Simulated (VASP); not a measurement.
# ZnAu in VASP: notebook

The runs below take ZnAu through single point, with PBEsol.

All numbers are computed with VASP 6.6.1; they aren't measurements. Logs are shortened: lines on timing, memory, paths and dates and some standing lists are left out, and cuts for length are marked.

**1. The cell of the first run**

It takes space group P4/mmm (No. 123, tetragonal). Conventional cell: a = 3.147 Å, b = 3.147 Å, c = 3.210 Å, α = 90.00°, β = 90.00°, γ = 90.00°. Within 3.6 Å of Zn (site symmetry 4/mmm) lie 8 Au at 2.74 Å and 6 Zn at 3.15 to 3.21 Å. Au (site symmetry 4/mmm) has 8 Zn at 2.74 Å and 6 Au at 3.15 to 3.21 Å within 3.6 Å.

**2. Single point, PBEsol (zz strain of +2 %)**

Contents of INCAR:

```
PREC = Accurate ; ENCUT = 520
EDIFF = 1E-6 ; ISMEAR = -1
SIGMA = 0.05 ; LREAL = False
LASPH = True ; NELM = 80
ALGO = Normal ; ISIF = 2
LWAVE = False ; LCHARG = False
GGA = PS ; NBANDS = 18
```

Contents of KPOINTS:

```
Automatic mesh
0
Gamma
  13 13 13
```

Contents of POSCAR:

```
ZnAu
1.0
    3.1470000000      0.0000000000      0.0000000000
    0.0000000000      3.1470000000      0.0000000000
    0.0000000000      0.0000000000      3.2099400000
Zn Au
1 1
Direct
    0.5000000000      0.5000000000      0.5000000000
    0.0000000000      0.0000000000      0.0000000000
```

Potentials or basis: VASP PAW PBE potentials, release 64 (Zn, Au).

On the command line:

```console
$ cat potpaw_PBE.64/Zn/POTCAR potpaw_PBE.64/Au/POTCAR > POTCAR
$ mpirun -np 1 vasp_std > vasp.out
```

OUTCAR:

```text
PREC = Accurate
   ENCUT = 520
   EDIFF = 1E-6
   ISMEAR = -1
   LREAL = False
   LASPH = True
   NELM = 80
   ISIF = 2
   GGA = PS

 ion  position               nearest neighbor table
   1  0.500  0.500  0.500-   2 2.74   2 2.74   2 2.74   2 2.74   2 2.74   2 2.74   2 2.74   2 2.74

   2  0.000  0.000  0.000-   1 2.74   1 2.74   1 2.74   1 2.74   1 2.74   1 2.74   1 2.74   1 2.74

  LATTYP: Found a simple tetragonal cell.
 ALAT       =     3.1470000000
 C/A-ratio  =     1.0200000000

  Lattice vectors:

 A1 = (   3.1470000000,   0.0000000000,   0.0000000000)
 A2 = (   0.0000000000,   3.1470000000,   0.0000000000)
 A3 = (   0.0000000000,   0.0000000000,   3.2099400000)

Analysis of symmetry for initial positions (statically):
=====================================================================
 Subroutine PRICEL returns:
 Original cell was already a primitive cell.

 Routine SETGRP: Setting up the symmetry group for a
 simple tetragonal supercell.

 Subroutine GETGRP returns: Found 16 space group operations
 (whereof 16 operations were pure point group operations)
 out of a pool of 16 trial point group operations.

The static configuration has the point symmetry D_4h.

Analysis of symmetry for dynamics (positions and initial velocities):
=====================================================================
 Subroutine PRICEL returns:
 Original cell was already a primitive cell.

 Routine SETGRP: Setting up the symmetry group for a
 simple tetragonal supercell.

 Subroutine GETGRP returns: Found 16 space group operations
 (whereof 16 operations were pure point group operations)
 out of a pool of 16 trial point group operations.

The dynamic configuration has the point symmetry D_4h.

 Subroutine INISYM returns: Found 16 space group operations
 (whereof 16 operations are pure point group operations),
 and found     1 'primitive' translations

----------------------------------------------------------------------------------------

                                     Primitive cell

  volume of cell :      31.7900

  direct lattice vectors                    reciprocal lattice vectors
     3.147000000  0.000000000  0.000000000     0.317762949  0.000000000  0.000000000
[... 74 lines left out ...]
   NGX,Y,Z   is equivalent  to a cutoff of  12.68, 12.68, 12.43 a.u.
   NGXF,Y,Z  is equivalent  to a cutoff of  25.36, 25.36, 24.86 a.u.
 SYSTEM =  unknown system
   PREC   = accura    normal or accurate (medium, high low for compatibility)
   ISTART =      0    job   : 0-new  1-cont  2-samecut
   ICHARG =      2    charge: 1-file 2-atom 10-const
   ISPIN  =      1    spin polarized calculation?
   LNONCOLLINEAR =      F non collinear calculations
   LSORBIT =      F    spin-orbit coupling
   LASPH  =      T    aspherical Exc in radial PAW
   ENCUT  =  520.0 eV  38.22 Ry    6.18 a.u.   5.85  5.85  5.97*2*pi/ulx,y,z
   NELM   =     80;   NELMIN=  2; NELMDL= -5     # of ELM steps
   EDIFF  = 0.1E-05   stopping-criterion for ELM
   LREAL  =      F    real-space projection
[... 7 lines left out ...]
   TEBEG  =    0.0;   TEEND  =   0.0 temperature during run
   PSTRESS=    0.0 pullay stress
   NELECT =      23.0000    total number of electrons
   NUPDOWN=      -1.0000    fix difference up-down
   EMIN   =  10.00;   EMAX   =-10.00  energy-range for DOS
   EFERMI =   0.00;   METHOD = LEGACY
   ISMEAR =    -1;   SIGMA  =   0.05  broadening in eV -4-tet -1-fermi 0-gaus
   EFERMI_NEDOS =   21; number of points for ismear=-14 and -15
   IALGO  =     38    algorithm
   IMIX   =      4    mixing-type and parameters
     AMIX     =   0.40;   BMIX     =  1.00
     AMIX_MAG =   1.60;   BMIX_MAG =  1.00
  volume/ion in A,a.u.               =      15.89       107.26
  Fermi-wavevector in a.u.,A,eV,Ry     =   1.469673  2.777279 29.387741  2.159938
  Thomas-Fermi vector in A             =   2.585022
   LORBIT       =      0    0 simple, 1 ext, 2 COOP (PROOUT), +10 PAW based schemes
   GGA     = PS    functional components
   LHFCALC =     F    Hartree Fock is set to
   AEXX    =    0.0000 exact exchange contribution
   IVDW    =     0    specifies the selected vdW correction
   LEPSILON=     F    determine dielectric tensor
   LRPA    =     F    only Hartree local field effects (RPA)
 non-spin polarized calculation
  energy-cutoff  :      520.00
  volume of cell :       31.79
 maximum number of plane-waves:       878
 NGX is ok and might be reduce to    24
   NGX = 11   NGY = 11   NGZ = 11

 number of electron      23.0000017 magnetization

 Free energy of the ion-electron system (eV)
  ---------------------------------------------------
  ext. energy  EPLUGINS =         0.00000000
  ---------------------------------------------------
  free energy    TOTEN  =        -5.93794183 eV

  energy without entropy =       -5.93317832  energy(sigma->0) =       -5.93556008

 E-fermi :   6.6915     XC(G=0): -12.4226

 val. band max:        6.6912806696   @ k =   0.3077   0.1538   0.0000
 cond. band min:       6.7367719324   @ k =   0.4615   0.3077   0.3077
 fundamental gap:      0.0454912629
 Fermi energy:         6.6914749501

 k-point     1 :       0.0000    0.0000    0.0000
  band No.  band energies     occupation
      1      -3.8086      2.00000
      2      -1.3344      2.00000
      3      -1.3312      2.00000
      4      -0.6873      2.00000
      5      -0.6873      2.00000
      6      -0.6558      2.00000
[... 481 lines left out ...]
      5      -0.5650      2.00000
      6       0.2081      2.00000
[... 10 lines left out ...]
     17      20.1732      0.00000
     18      20.3000      0.00000

 [... further k-points ...]

------------------------ aborting loop because EDIFF is reached ----------------------------------------

  FORCE on cell =-STRESS in cart. coord.  units (eV):
  Direction    XX          YY          ZZ          XY          YZ          ZX
  --------------------------------------------------------------------------------------
  -------------------------------------------------------------------------------------
  Total       -0.9723233     -0.9723233     -0.8760143      0.0000000      0.0000000      0.0000000
  in kB      -49.0039235    -49.0039235    -44.1500704      0.0000000      0.0000000      0.0000000
  external PRESSURE =     -47.3859725 kB  Pullay stress =       0.0000000 kB

 VOLUME and BASIS-vectors are now :
 -----------------------------------------------------------------------------
  energy-cutoff  :      520.00
  volume of cell :       31.79
      direct lattice vectors                 reciprocal lattice vectors
     3.147000000  0.000000000  0.000000000     0.317762949  0.000000000  0.000000000
     0.000000000  3.147000000  0.000000000     0.000000000  0.317762949  0.000000000
     0.000000000  0.000000000  3.209940000     0.000000000  0.000000000  0.311532303

 POSITION                                       TOTAL-FORCE (eV/Angst)
 -----------------------------------------------------------------------------------
      1.57350      1.57350      1.60497         0.000000      0.000000      0.000000
      0.00000      0.00000      0.00000         0.000000      0.000000      0.000000
 -----------------------------------------------------------------------------------
    total drift:                                0.000000      0.000000     -0.000000

  FREE ENERGIE OF THE ION-ELECTRON SYSTEM (eV)
  ---------------------------------------------------
  free  energy   TOTEN  =        -5.9379418291 eV

  energy  without entropy=       -5.9331783215  energy(sigma->0) =       -5.93556008
```

OSZICAR:

```text
N       E                     dE             d eps       ncg     rms          rms(c)
DAV:   1     0.129837271026E+03    0.12984E+03   -0.11506E+04  7272   0.165E+03
DAV:   2    -0.104979134747E+01   -0.13089E+03   -0.12469E+03  7148   0.312E+02
DAV:   3    -0.645009420173E+01   -0.54003E+01   -0.53605E+01  7802   0.685E+01
DAV:   4    -0.649826577710E+01   -0.48172E-01   -0.48152E-01  7776   0.572E+00
DAV:   5    -0.649878034906E+01   -0.51457E-03   -0.51456E-03  7596   0.639E-01    0.828E+00
DAV:   6    -0.597504338506E+01    0.52374E+00   -0.15483E+00  7636   0.144E+01    0.515E+00
DAV:   7    -0.594785326614E+01    0.27190E-01   -0.33319E-02  9790   0.323E+00    0.279E+00
DAV:   8    -0.593791849858E+01    0.99348E-02   -0.82912E-03  7510   0.970E-01    0.130E-01
DAV:   9    -0.593793744966E+01   -0.18951E-04   -0.39638E-04  8312   0.244E-01    0.659E-02
DAV:  10    -0.593794171735E+01   -0.42677E-05   -0.31530E-05  8724   0.620E-02    0.176E-02
DAV:  11    -0.593794182907E+01   -0.11172E-06   -0.40091E-06  7426   0.302E-02
   1 F= -.59379418E+01 E0= -.59355601E+01  d E =-.476351E-02
```

Run time: 36 s. Hardware: 1 thread of Intel Xeon Platinum 8259CL at 2.50GHz (Skylake/Cascade Lake), shared host; peak memory 0.23 GiB.

What came out:

* Free energy: -5.9379 eV
* Pressure: -4.7 GPa
* Band gap on the k mesh: zero (an odd number of electrons rules out a gap without spin polarisation)

Stress tensor (GPa, compression positive):
```
-4.90  0.00  0.00
 0.00 -4.90  0.00
 0.00  0.00 -4.42
```

Caveat: the cell differs from its parent crystal (zz strain of +2 %); the cell stands under tension; the PAW data sets were made with another functional, which shifts forces and pressure a little; spin-orbit coupling is left out, which moves the levels of the heavy elements.

**3. Single point, PBEsol**

This run uses another cell than the first one, of 15.58 Å³/atom.

Contents of INCAR:

```
SYSTEM = ZnAu
PREC     = Accurate       ! precision mode
ENCUT    = 520            ! plane-wave cutoff, eV
EDIFF    = 1E-7           ! SCF threshold, eV
ISMEAR   = -1             ! smearing method
SIGMA    = 0.05           ! smearing width, eV
LREAL    = .FALSE.        ! projectors in reciprocal space
LASPH    = .TRUE.         ! aspherical terms in the spheres
NELM     = 100            ! most SCF steps
ALGO     = Normal         ! electronic algorithm
ISIF     = 2              ! what is computed and relaxed
LWAVE    = .FALSE.        ! write WAVECAR
LCHARG   = .FALSE.        ! write CHGCAR
GGA      = PS             ! functional
NBANDS   = 18             ! bands
```

Contents of KPOINTS:

```
regular mesh
0
G
  13 13 13
  0 0 0
```

Edit POSCAR of step 2 so:

```diff
@@ -4,3 +4,3 @@
     0.0000000000      3.1470000000      0.0000000000
-    0.0000000000      0.0000000000      3.2099400000
+    0.0000000000      0.0000000000      3.1470000000
 Zn Au
```

Potentials or basis: VASP PAW PBE potentials, release 64 (Zn, Au).

On the command line:

```console
$ cat potpaw_PBE.64/Zn/POTCAR potpaw_PBE.64/Au/POTCAR > POTCAR
$ mpirun -np 1 vasp_std > vasp.out
```

Run time: 21 s. Hardware: 1 thread of Intel Xeon Platinum 8375C at 2.90GHz (Ice Lake), shared host; peak memory 0.17 GiB.

Results (log left out):

| Property | Result |
| --- | --- |
| Free energy | -5.9501 eV |
| Pressure | -2.2 GPa |
| Band gap on the k mesh | zero (an odd number of electrons rules out a gap without spin polarisation) |

Levels at points of the mesh, in eV from the Fermi level:
| k point | band 9 | band 10 | band 11 | band 12 | band 13 | band 14 |
| --- | --- | --- | --- | --- | --- | --- |
| (0.00, 0.00, 0.00) | -3.76 | -3.76 | -3.76 | 4.92 | 4.92 | 4.92 |

Caveat: the PAW data sets were made with another functional, which shifts forces and pressure a little; spin-orbit coupling is left out, which moves the levels of the heavy elements.
